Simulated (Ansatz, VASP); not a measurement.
## One calculation of WS2, two programs

File INCAR:

```
ALGO = Normal
EDIFF = 1E-8
ENCUT = 520
GGA = PE
ISIF = 2
ISMEAR = -1
LASPH = True
LCHARG = False
LEFG = True
LREAL = False
LWAVE = False
NBANDS = 20
NELM = 60
PREC = Accurate
SIGMA = 0.08
```

File KPOINTS:

```
k-points
0
Gamma
  11 11 11
```

POSCAR

```
WS2
1.0
    0.0000000000      2.9371894840      2.9371894840
    2.9371894840      0.0000000000      2.9371894840
    2.9371894840      2.9371894840      0.0000000000
W S
1 2
Direct
    0.0000000000      0.0000000000      0.0000000000
    0.2500000000      0.2500000000      0.2500000000
    0.7500000000      0.7500000000      0.7500000000
```

Input for Ansatz:

```yaml
crystal:
  lattice:
    - [0.0, 2.937189484, 2.937189484]
    - [2.937189484, 0.0, 2.937189484]
    - [2.937189484, 2.937189484, 0.0]
  atoms:
    - { symbol: W, position: [0.0, 0.0, 0.0] }
    - { symbol: S, position: [0.25, 0.25, 0.25] }
    - { symbol: S, position: [0.75, 0.75, 0.75] }
kpoints:
  mp_grid: { grid: [11, 11, 11] }
  band_path:
    path:
      - [0.0, 0.0, 0.0]
      - [0.5, 0.0, 0.5]
      - [0.625, 0.25, 0.625]
      - [0.375, 0.375, 0.75]
      - [0.0, 0.0, 0.0]
      - [0.5, 0.5, 0.5]
      - [0.5, 0.25, 0.75]
      - [0.5, 0.0, 0.5]
    npoints: 14
scf:
  occupations: { method: fermi_dirac, width: 0.08 }
hamiltonian:
  xc: pbe
  pseudopotentials: { kind: paw }
output:
  forces: true
  stress: true
  eigenvalues: true
  efg: { contact_densities: true }
  populations: true
  bader: true
  dos: { projected: true, de: 0.2, e_range: [-14, 8] }
  write_density: true
  write_potential: true
  elf: true
  volumetric_format: npy
```

Alike in both runs: task electric field gradients; functional PBE; k mesh 11 × 11 × 11; occupations fermi-dirac, width 0.08 eV; no spin polarisation.

|  | VASP | Ansatz |
| --- | --- | --- |
| version | VASP 6.6.1 | Ansatz 0.2.0 |
| potentials or method | VASP PAW PBE potentials, release 64 (W_sv, S) | PAW with Ansatz's default frozen-core files, scalar-relativistic |
| plane-wave cutoff (eV) | 520 | 420 |
| valence electrons in the cell | 26 | 26 |

```tsv
	VASP	Ansatz	Ansatz less VASP
pressure (GPa)	0.1	0.0	-0.07
```

The functional is the same, so the differences come from potentials, cutoffs and numerics.

Spin-orbit coupling is off throughout.
